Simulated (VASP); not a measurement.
# MnV (Pm-3m) in VASP: a series of runs

MnV is run at these levels: LDA; tasks: single point.

Program: VASP 6.6.1. These are calculated values, not measurements. Logs are shortened: lines on timing, memory, paths and dates and some standing lists are left out, and cuts for length are marked.

### Step 1. The cell of the first run

Symmetry: Pm-3m, No. 221, cubic system. The conventional cell has a = 2.900 Å, b = 2.900 Å, c = 2.900 Å, α = 90.00°, β = 90.00°, γ = 90.00°. Within 3.3 Å of Mn (site symmetry m-3m) lie 8 V at 2.51 Å and 6 Mn at 2.90 Å. Within 3.3 Å of V (site symmetry m-3m) lie 8 Mn at 2.51 Å and 6 V at 2.90 Å.

### Step 2. Single point, LDA, collinear spin, ferromagnetic start

Contents of INCAR:

```
SYSTEM = MnV
ALGO = Normal ; EDIFF = 1E-7
ENCUT = 520 ; ISIF = 2
ISMEAR = -1 ; ISPIN = 2
LASPH = .TRUE. ; LCHARG = .FALSE.
LMAXMIX = 4 ; LORBIT = 11
LREAL = .FALSE. ; LWAVE = .FALSE.
MAGMOM = 0.9 0.9 ; NBANDS = 24
NELM = 150 ; NUPDOWN = 1.8
PREC = Accurate ; SIGMA = 0.05
```

Contents of KPOINTS:

```
k-points
0
G
  11 11 11
  0 0 0
```

Contents of POSCAR:

```
MnV
1.0
    2.9000000000      0.0000000000      0.0000000000
    0.0000000000      2.9000000000      0.0000000000
    0.0000000000      0.0000000000      2.9000000000
Mn V
1 1
Direct
    0.0000000000      0.0000000000      0.0000000000
    0.5000000000      0.5000000000      0.5000000000
```

Potentials or basis: VASP PAW LDA potentials, release 64 (Mn_pv, V_sv).

On the command line:

```
> cat potpaw_LDA.64/Mn_pv/POTCAR potpaw_LDA.64/V_sv/POTCAR > POTCAR
> mpirun -np 1 vasp_std > vasp.out
```

OUTCAR:

```text
SYSTEM = MnV
   EDIFF = 1E-7
   ENCUT = 520
   ISIF = 2
   ISMEAR = -1
   ISPIN = 2
   LASPH = .TRUE.
   LORBIT = 11
   LREAL = .FALSE.
   NELM = 150
   NUPDOWN = 1.8
   PREC = Accurate

 ion  position               nearest neighbor table
   1  0.000  0.000  0.000-   2 2.51   2 2.51   2 2.51   2 2.51   2 2.51   2 2.51   2 2.51   2 2.51

   2  0.500  0.500  0.500-   1 2.51   1 2.51   1 2.51   1 2.51   1 2.51   1 2.51   1 2.51   1 2.51

  LATTYP: Found a simple cubic cell.
 ALAT       =     2.9000000000

  Lattice vectors:

 A1 = (   2.9000000000,   0.0000000000,   0.0000000000)
 A2 = (   0.0000000000,   2.9000000000,   0.0000000000)
 A3 = (   0.0000000000,   0.0000000000,   2.9000000000)

Analysis of symmetry for initial positions (statically):
=====================================================================
 Subroutine PRICEL returns:
 Original cell was already a primitive cell.

 Routine SETGRP: Setting up the symmetry group for a
 simple cubic supercell.

 Subroutine GETGRP returns: Found 48 space group operations
 (whereof 48 operations were pure point group operations)
 out of a pool of 48 trial point group operations.

The static configuration has the point symmetry O_h .

Analysis of symmetry for dynamics (positions and initial velocities):
=====================================================================
 Subroutine PRICEL returns:
 Original cell was already a primitive cell.

 Routine SETGRP: Setting up the symmetry group for a
 simple cubic supercell.

 Subroutine GETGRP returns: Found 48 space group operations
 (whereof 48 operations were pure point group operations)
 out of a pool of 48 trial point group operations.

The dynamic configuration has the point symmetry O_h .

Analysis of structural, dynamic, and magnetic symmetry:
=====================================================================
 Subroutine PRICEL returns:
 Original cell was already a primitive cell.

 Routine SETGRP: Setting up the symmetry group for a
 simple cubic supercell.

 Subroutine GETGRP returns: Found 48 space group operations
 (whereof 48 operations were pure point group operations)
 out of a pool of 48 trial point group operations.

The overall configuration has the point symmetry O_h .

 Subroutine INISYM returns: Found 48 space group operations
 (whereof 48 operations are pure point group operations),
 and found     1 'primitive' translations

----------------------------------------------------------------------------------------

                                     Primitive cell

  volume of cell :      24.3890

  direct lattice vectors                    reciprocal lattice vectors
     2.900000000  0.000000000  0.000000000     0.344827586  0.000000000  0.000000000
     0.000000000  2.900000000  0.000000000     0.000000000  0.344827586  0.000000000
     0.000000000  0.000000000  2.900000000     0.000000000  0.000000000  0.344827586

  length of vectors
     2.900000000  2.900000000  2.900000000     0.344827586  0.344827586  0.344827586

  position of ions in fractional coordinates (direct lattice)
     0.000000000  0.000000000  0.000000000
     0.500000000  0.500000000  0.500000000

  ion indices of the primitive-cell ions
   primitive index   ion index
                 1           1
                 2           2

----------------------------------------------------------------------------------------

 KPOINTS: k-points

Automatic generation of k-mesh.
 Grid dimensions read from file:
 generate k-points for:   11   11   11

 Generating k-lattice:

  Cartesian coordinates                     Fractional coordinates (reciprocal lattice)
     0.031347962  0.000000000  0.000000000     0.090909091  0.000000000  0.000000000
     0.000000000  0.031347962  0.000000000     0.000000000  0.090909091  0.000000000
     0.000000000  0.000000000  0.031347962     0.000000000  0.000000000  0.090909091

  Length of vectors
     0.031347962  0.031347962  0.031347962

  Shift w.r.t. Gamma in fractional coordinates (k-lattice)
     0.000000000  0.000000000  0.000000000

 Subroutine IBZKPT returns following result:
 ===========================================

 Found     56 irreducible k-points:

 Following reciprocal coordinates:
            Coordinates               Weight
  0.000000  0.000000  0.000000      1.000000
  0.090909  0.000000  0.000000      6.000000
  0.181818  0.000000  0.000000      6.000000
  0.272727  0.000000  0.000000      6.000000
  0.363636  0.000000  0.000000      6.000000
  0.454545  0.000000  0.000000      6.000000
[... 16 lines left out ...]
  0.181818  0.090909  0.090909     24.000000
  0.272727  0.090909  0.090909     24.000000
 [... further k-points ...]
   k-points           NKPTS =     56   k-points in BZ     NKDIM =     56   number of bands    NBANDS=     24
   number of dos      NEDOS =    301   number of ions     NIONS =      2
   total plane-waves  NPLWV =  13824
   dimension x,y,z NGX =    24 NGY =   24 NGZ =   24
   dimension x,y,z NGXF=    48 NGYF=   48 NGZF=   48
   ions per type =               1   1
   NGX,Y,Z   is equivalent  to a cutoff of  13.76, 13.76, 13.76 a.u.
   NGXF,Y,Z  is equivalent  to a cutoff of  27.52, 27.52, 27.52 a.u.
 SYSTEM =  MnV
   PREC   = accura    normal or accurate (medium, high low for compatibility)
   ISTART =      0    job   : 0-new  1-cont  2-samecut
   ICHARG =      2    charge: 1-file 2-atom 10-const
   ISPIN  =      2    spin polarized calculation?
   LNONCOLLINEAR =      F non collinear calculations
   LSORBIT =      F    spin-orbit coupling
   LASPH  =      T    aspherical Exc in radial PAW
   ENCUT  =  520.0 eV  38.22 Ry    6.18 a.u.   5.39  5.39  5.39*2*pi/ulx,y,z
   NELM   =    150;   NELMIN=  2; NELMDL= -5     # of ELM steps
   EDIFF  = 0.1E-06   stopping-criterion for ELM
   LREAL  =      F    real-space projection
   EDIFFG = 0.1E-05   stopping-criterion for IOM
   NSW    =      0    number of steps for IOM
   IBRION =     -1    ionic relax: 0-MD 1-quasi-New 2-CG
   NFREE  =      0    steps in history (QN), initial steepest desc. (CG)
   ISIF   =      2    stress and relaxation
   ISYM   =      2    0-nonsym 1-usesym 2-fastsym
   POTIM  = 0.5000    time-step for ionic-motion
   TEBEG  =    0.0;   TEEND  =   0.0 temperature during run
   PSTRESS=    0.0 pullay stress
   NELECT =      26.0000    total number of electrons
   NUPDOWN=       1.8000    fix difference up-down
   EMIN   =  10.00;   EMAX   =-10.00  energy-range for DOS
   EFERMI =   0.00;   METHOD = LEGACY
   ISMEAR =    -1;   SIGMA  =   0.05  broadening in eV -4-tet -1-fermi 0-gaus
   EFERMI_NEDOS =   21; number of points for ismear=-14 and -15
   IALGO  =     38    algorithm
   IMIX   =      4    mixing-type and parameters
     AMIX     =   0.40;   BMIX     =  1.00
     AMIX_MAG =   1.60;   BMIX_MAG =  1.00
  volume/ion in A,a.u.               =      12.19        82.29
  Fermi-wavevector in a.u.,A,eV,Ry     =   1.672379  3.160337 38.053459  2.796850
  Thomas-Fermi vector in A             =   2.757536
   LORBIT       =     11    0 simple, 1 ext, 2 COOP (PROOUT), +10 PAW based schemes
   GGA     = CA    functional components
   LHFCALC =     F    Hartree Fock is set to
   AEXX    =    0.0000 exact exchange contribution
   IVDW    =     0    specifies the selected vdW correction
   LEPSILON=     F    determine dielectric tensor
   LRPA    =     F    only Hartree local field effects (RPA)
 spin polarized calculation
  energy-cutoff  :      520.00
  volume of cell :       24.39
 maximum number of plane-waves:       691
 NGX is ok and might be reduce to    24
   NGX = 11   NGY = 11   NGZ = 11

 number of electron      25.9999995 magnetization       1.7999998

 Free energy of the ion-electron system (eV)
  ---------------------------------------------------
  ext. energy  EPLUGINS =         0.00000000
  ---------------------------------------------------
  free energy    TOTEN  =       -19.83488631 eV

  energy without entropy =      -19.79570996  energy(sigma->0) =      -19.81529814

 E-fermi :   9.4664     XC(G=0): -13.6931

 val. band max:       10.5630758300   @ k =   0.1818   0.0000   0.0000
 cond. band min:       9.4702887711   @ k =   0.2727   0.2727   0.0909
 fundamental gap:     -1.0927870589
 Fermi energy:        10.5638431562

 spin component 1

 k-point     1 :       0.0000    0.0000    0.0000
  band No.  band energies     occupation
      1     -53.3115      1.00000
      2     -38.0686      1.00000
      3     -38.0686      1.00000
      4     -38.0686      1.00000
      5     -27.4601      1.00000
      6     -27.4601      1.00000
[... 16 lines left out ...]
     23      26.7821      0.00000
     24      31.7527      0.00000
[... 598 lines left out ...]
      2     -38.1128      1.00000
      3     -38.0683      1.00000
      4     -38.0679      1.00000
      5     -27.6022      1.00000
      6     -27.4723      1.00000
[... 16 lines left out ...]
     23      28.8693      0.00000
     24      29.2746      0.00000

 [... further k-points ...]

 spin component 2

 k-point     1 :       0.0000    0.0000    0.0000
  band No.  band energies     occupation
      1     -53.2258      1.00000
      2     -36.5058      1.00000
      3     -36.5058      1.00000
      4     -36.5058      1.00000
      5     -27.3741      1.00000
      6     -27.3741      1.00000
[... 16 lines left out ...]
     23      27.2713      0.00000
     24      31.9615      0.00000
[... 598 lines left out ...]
      2     -36.5533      1.00000
      3     -36.5049      1.00000
      4     -36.5045      1.00000
      5     -27.5167      1.00000
      6     -27.3871      1.00000
[... 16 lines left out ...]
     23      29.0733      0.00000
     24      29.6362      0.00000

 [... further k-points ...]

------------------------ aborting loop because EDIFF is reached ----------------------------------------

  FORCE on cell =-STRESS in cart. coord.  units (eV):
  Direction    XX          YY          ZZ          XY          YZ          ZX
  --------------------------------------------------------------------------------------
  -------------------------------------------------------------------------------------
  Total       -1.6322319     -1.6322319     -1.6322319     -0.0000000      0.0000000      0.0000000
  in kB     -107.2255891   -107.2255891   -107.2255891     -0.0000000      0.0000000      0.0000000
  external PRESSURE =    -107.2255891 kB  Pullay stress =       0.0000000 kB

 VOLUME and BASIS-vectors are now :
 -----------------------------------------------------------------------------
  energy-cutoff  :      520.00
  volume of cell :       24.39
      direct lattice vectors                 reciprocal lattice vectors
     2.900000000  0.000000000  0.000000000     0.344827586  0.000000000  0.000000000
     0.000000000  2.900000000  0.000000000     0.000000000  0.344827586  0.000000000
     0.000000000  0.000000000  2.900000000     0.000000000  0.000000000  0.344827586

 POSITION                                       TOTAL-FORCE (eV/Angst)
 -----------------------------------------------------------------------------------
      0.00000      0.00000      0.00000         0.000000      0.000000      0.000000
      1.45000      1.45000      1.45000         0.000000      0.000000      0.000000
 -----------------------------------------------------------------------------------
    total drift:                                0.000000      0.000000     -0.000000

  FREE ENERGIE OF THE ION-ELECTRON SYSTEM (eV)
  ---------------------------------------------------
  free  energy   TOTEN  =       -19.8348863109 eV

  energy  without entropy=      -19.7957099639  energy(sigma->0) =      -19.81529814

 total charge

# of ion       s       p       d       tot
------------------------------------------
    1        0.415   6.341   5.172  11.928
    2        2.346   6.250   3.094  11.690
--------------------------------------------------
tot          2.762  12.591   8.266  23.619

 magnetization (x)

# of ion       s       p       d       tot
------------------------------------------
    1        0.013   0.032   1.569   1.614
    2       -0.004   0.016   0.075   0.086
--------------------------------------------------
tot          0.009   0.048   1.643   1.700
```

Wall time 74 s (1 thread of Intel Xeon 8259CL, shared host); peak memory 0.17 GiB.

What came out:

- Free energy: -19.8349 eV
- Pressure: -10.7 GPa
- Net moment: 1.80 μB per cell
- Site moments: Mn +1.61; V +0.09 μB
- Valence electrons inside the program's atomic spheres: Mn 11.93; V 11.69

Caveat: the cell stands under tension; the total moment is fixed, so each spin has its own Fermi level.

### Step 3. Single point, LDA, collinear spin, ferromagnetic start

Contents of INCAR:

```
PREC = Accurate ; ENCUT = 520
EDIFF = 1E-7 ; ISMEAR = -1
SIGMA = 0.05 ; LREAL = F
LASPH = T ; NELM = 150
ALGO = Normal ; ISIF = 2
LWAVE = F ; LCHARG = F
ISPIN = 2 ; MAGMOM = 0.9 0.9
LORBIT = 11 ; NUPDOWN = 1.8
LMAXMIX = 4 ; GGA = CA
NBANDS = 24
```

Contents of KPOINTS:

```
regular mesh
0
Gamma
  11 11 11
```

POSCAR is that of step 2.

Potentials or basis: VASP PAW LDA potentials, release 64 (Mn_pv, V_sv).

On the command line:

```
> cat potpaw_LDA.64/Mn_pv/POTCAR potpaw_LDA.64/V_sv/POTCAR > POTCAR
> mpirun -np 1 vasp_std > vasp.out
```

Run time: 70 s. Hardware: 1 thread of Intel Xeon 8259CL, shared host; peak memory 0.17 GiB.

It converged, with:

- Free energy: -19.8349 eV
- Pressure: -10.7 GPa
- Net moment: 1.80 μB per cell
- Site moments: Mn +1.61; V +0.09 μB
- Valence electrons inside the program's atomic spheres: Mn 11.93; V 11.69

Caveat: the cell stands under tension; the total moment is fixed, so each spin has its own Fermi level.
